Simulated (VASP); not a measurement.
# HC18O in VASP: a series of runs, part 2 of 2

VASP 6.6.1. The steps go on from the part before.

## 4. Single point, PBE, collinear spin, zero start

INCAR

```
ALGO = Normal ; EDIFF = 1E-6
ENCUT = 520 ; GGA = PE
ISIF = 2 ; ISMEAR = -1
ISPIN = 2 ; LASPH = True
LCHARG = False ; LORBIT = 11
LREAL = Auto ; LWAVE = False
MAGMOM = 0 0 0 0 0 0 0 0 0 0 0 0 0 0 0 0 0 0 0 0 ; NBANDS = 60
NELM = 150 ; PREC = Accurate
SIGMA = 0.05
```

KPOINTS

```
k-points
0
Gamma
  2 2 1
```

POSCAR

```
HC18O
1.0
    7.3980000000      0.0000000000      0.0000000000
   -3.6990000000      6.4068560000      0.0000000000
    0.0000000000      0.0000000000     12.0000000000
C O H
18 1 1
Direct
   -0.0021027381     -0.0061616805      0.0748767500
    0.2205058871      0.1055700331      0.0845631667
   -0.0020954562      0.3255365814      0.0748497500
    0.2205126389      0.4364118688      0.0845576667
   -0.0026958002      0.6593905029      0.0789348333
    0.2189332603      0.7702044497      0.0824330833
    0.3298297802     -0.0081709344      0.0827380833
    0.5524897015      0.1039502058      0.0756915000
    0.3297983083      0.3256325724      0.0947082500
    0.5610634816      0.4412388853      0.1165694167
    0.3298297482      0.6594772850      0.0827451667
    0.5524925439      0.7700088780      0.0757361667
    0.6634541535     -0.0075391112      0.0711247500
    0.8859546830      0.1037149891      0.0725247500
    0.6652091008      0.3239618621      0.0777417500
    0.8858644049      0.4360110482      0.0737287500
    0.6652076779      0.6627097597      0.0778172500
    0.8858587380      0.7713257485      0.0737815000
    0.6046410736      0.4628755508      0.2397330833
    0.7577489143      0.5393080475      0.2401439167
```

On the command line:

```
> cat potpaw_PBE.64/C/POTCAR potpaw_PBE.64/O/POTCAR potpaw_PBE.64/H/POTCAR > POTCAR
> mpirun -np 1 vasp_std > vasp.out
```

Run time: 11 min. Hardware: 1 thread of Intel Xeon Platinum 8488C (Sapphire Rapids), shared host; peak memory 0.88 GiB.

It converged, with:

| Quantity | Value |
| --- | --- |
| Free energy | -174.1763 eV |
| Largest force | 0.496 eV/Å |
| Net moment | 0.00 μB per cell |
| Valence electrons inside the program's atomic spheres | C 2.64, 2.65, 2.62, 2.52; O 5.10; H 0.74 |

Forces on the atoms (eV/Å):
```
C    0.036  0.017 -0.014
C    0.037  0.021 -0.066
C    0.033  0.022 -0.014
C    0.036  0.021 -0.065
C    0.045  0.026 -0.114
C    0.039  0.022 -0.120
C    0.043  0.022 -0.068
C    0.037  0.022  0.004
C    0.031  0.018 -0.094
C   -0.043 -0.024 -0.077
C    0.041  0.025 -0.067
C    0.037  0.021  0.003
C    0.038  0.020  0.018
C    0.044  0.026  0.023
C    0.025  0.042  0.044
C    0.027  0.037 -0.012
C    0.049  0.001  0.043
C    0.047  0.006 -0.014
O   -0.383 -0.219  0.163
H   -0.218 -0.126  0.427
```

Levels at points of the mesh, in eV from the Fermi level:
Spin up:
```csv
k point,band 36,band 37,band 38,band 39,band 40,band 41,band 42,band 43,band 44,band 45
"(0.00, 0.00, 0.00)",-2.80,-2.12,-1.88,0.16,0.22,0.42,1.98,3.57,4.68,4.94
"(0.50, 0.00, 0.00)",-2.43,-2.33,-2.20,-1.72,-0.23,2.09,2.65,2.72,2.88,4.16
"(0.00, 0.50, 0.00)",-2.41,-2.39,-2.26,-1.63,-0.20,2.06,2.62,2.74,2.84,4.35
"(0.50, 0.50, 0.00)",-2.41,-2.39,-2.26,-1.63,-0.20,2.06,2.62,2.74,2.84,4.35
```
Spin down:
```csv
k point,band 38,band 39,band 40,band 41,band 42,band 43
"(0.00, 0.00, 0.00)",-1.88,0.16,0.22,0.42,1.98,3.57
"(0.50, 0.00, 0.00)",-2.20,-1.72,-0.23,2.09,2.65,2.72
"(0.00, 0.50, 0.00)",-2.26,-1.63,-0.20,2.06,2.62,2.74
"(0.50, 0.50, 0.00)",-2.26,-1.63,-0.20,2.06,2.62,2.74
```

Caveat: the k points lie up to 0.49 Å⁻¹ apart.

## 5. Single point, PBE, collinear spin, zero start

INCAR

```
SYSTEM = HC18O
ALGO = Normal
EDIFF = 1E-6
ENCUT = 520
GGA = PE
ISIF = 2
ISMEAR = -1
ISPIN = 2
LASPH = .TRUE.
LCHARG = .TRUE.
LELF = .TRUE.
LORBIT = 11
LREAL = Auto
LVHAR = .TRUE.
LWAVE = .FALSE.
MAGMOM = 0 0 0 0 0 0 0 0 0 0 0 0 0 0 0 0 0 0 0 0
NBANDS = 60
NELM = 150
PREC = Accurate
SIGMA = 0.05
```

KPOINTS

```
k-points
0
G
  2 2 1
  0 0 0
```

POSCAR

```
HC18O
1.0
    7.3980000000      0.0000000000      0.0000000000
   -3.6990000000      6.4068560000      0.0000000000
    0.0000000000      0.0000000000     12.0000000000
C O H
18 1 1
Direct
   -0.0025233412     -0.0061780692      0.0746823333
    0.2200397303      0.1055233643      0.0867980833
   -0.0025047342      0.3248367062      0.0746380833
    0.2200587442      0.4356987265      0.0867751667
   -0.0043796531      0.6583964116      0.0835466667
    0.2174932924      0.7693339760      0.0871074167
    0.3286750268     -0.0090070699      0.0849863333
    0.5510899654      0.1028479491      0.0745709167
    0.3303448943      0.3257549413      0.0981375833
    0.5645170587      0.4427937822      0.1156737500
    0.3286765699      0.6588654404      0.0849875833
    0.5510966895      0.7694074910      0.0746231667
    0.6623463527     -0.0082453859      0.0695830833
    0.8850123792      0.1030931552      0.0707335000
    0.6644104600      0.3226273542      0.0749949167
    0.8852851726      0.4348282527      0.0733796667
    0.6644014069      0.6629260904      0.0750958333
    0.8852643346      0.7716165308      0.0734565833
    0.6369234485      0.4786603601      0.2354470833
    0.7905470752      0.5555202115      0.2220318333
```

On the command line:

```
> cat potpaw_PBE.64/C/POTCAR potpaw_PBE.64/O/POTCAR potpaw_PBE.64/H/POTCAR > POTCAR
> mpirun -np 1 vasp_std > vasp.out
```

It took 9.8 min on 1 thread of Intel Xeon Platinum 8488C (Sapphire Rapids), shared host; peak memory 0.88 GiB.

It converged, with:

| Property | Result |
| --- | --- |
| Free energy | -173.7872 eV |
| Largest force | 1.161 eV/Å |
| Net moment | 0.00 μB per cell |
| Valence electrons inside the program's atomic spheres | C 2.64, 2.63, 2.65, 2.61, 2.51; O 5.08; H 0.72 |

Forces on the atoms (eV/Å):
```
C    0.065  0.030  0.029
C    0.068  0.034 -0.039
C    0.060  0.041  0.027
C    0.063  0.041 -0.038
C    0.128  0.073 -0.552
C    0.081  0.047 -0.284
C    0.060  0.050 -0.076
C    0.050  0.053  0.021
C    0.076  0.043 -0.048
C   -0.027 -0.018 -0.103
C    0.074  0.030 -0.079
C    0.073  0.016  0.023
C    0.048  0.029  0.034
C    0.063  0.035  0.080
C    0.032  0.061  0.019
C    0.054  0.080 -0.058
C    0.071 -0.004  0.022
C    0.097  0.006 -0.058
O   -0.369 -0.204  0.327
H   -0.765 -0.442  0.754
```

Levels at points of the mesh, in eV from the Fermi level:
Spin up:
| k point | band 37 | band 38 | band 39 | band 40 | band 41 | band 42 | band 43 | band 44 |
| --- | --- | --- | --- | --- | --- | --- | --- | --- |
| (0.00, 0.00, 0.00) | -2.02 | -1.80 | 0.15 | 0.17 | 0.46 | 1.98 | 3.66 | 4.75 |
| (0.50, 0.00, 0.00) | -2.30 | -2.22 | -1.55 | -0.23 | 2.09 | 2.64 | 2.70 | 2.86 |
| (0.00, 0.50, 0.00) | -2.35 | -2.25 | -1.45 | -0.16 | 2.05 | 2.56 | 2.71 | 2.81 |
| (0.50, 0.50, 0.00) | -2.35 | -2.25 | -1.44 | -0.16 | 2.05 | 2.56 | 2.71 | 2.81 |
Spin down:
| k point | band 38 | band 39 | band 40 | band 41 | band 42 | band 43 |
| --- | --- | --- | --- | --- | --- | --- |
| (0.00, 0.00, 0.00) | -1.80 | 0.15 | 0.17 | 0.46 | 1.98 | 3.66 |
| (0.50, 0.00, 0.00) | -2.22 | -1.55 | -0.23 | 2.09 | 2.64 | 2.70 |
| (0.00, 0.50, 0.00) | -2.25 | -1.45 | -0.16 | 2.05 | 2.56 | 2.71 |
| (0.50, 0.50, 0.00) | -2.25 | -1.44 | -0.16 | 2.05 | 2.56 | 2.71 |

Caveat: the k points lie up to 0.49 Å⁻¹ apart.
